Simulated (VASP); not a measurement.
Crystal: Li.

```
Li
1.0
     0.00000    2.20200    2.20200
     2.20200    0.00000    2.20200
     2.20200    2.20200    0.00000
Li
1
Direct
  0.00000 0.00000 0.00000
```

This isn't the form of Li at room conditions, which is bcc.

- Program: VASP 6.6.1
- Task: relaxation of cell and atoms
- Functional: PBEsol
- Potentials or basis: VASP PAW PBE potentials, release 64 (Li_sv)
- Cutoff: 600 eV
- k mesh: 24 × 24 × 24
- Occupations: fermi-dirac, width 0.05 eV
- Spin: no spin polarisation

At the start: pressure -0.8 GPa; volume 21.35 Å³/atom.

**Question.** Where does the relaxation end?

**Answer.** Over 4 steps the energy falls by 3.7 meV/atom and the volume is 19.95 Å³/atom (-6.6 %); space group Fm-3m (No. 225, to 0.1 Å) before and after.

The path:
```csv
step,energy change (eV),largest force (eV/Å),pressure (GPa),volume (Å³)
1,0.0000,0.0000,-0.81,21.35
2,-0.0015,0.0000,-0.64,21.02
3,-0.0037,0.0000,-0.06,20.04
4,-0.0037,0.0000,0.00,19.95
```

Final structure:
```
Li
1.0
     0.00000    2.15249    2.15249
     2.15249    0.00000    2.15249
     2.15249    2.15249    0.00000
Li
1
Cartesian
  0.0000 0.0000 0.0000
```

Caveat: the cutoff is under 1.25 times the usual one of these potentials, so pressure, stress and relaxed cells hold a basis-set (Pulay) error; the PAW data sets were made with another functional, which shifts forces and pressure a little.
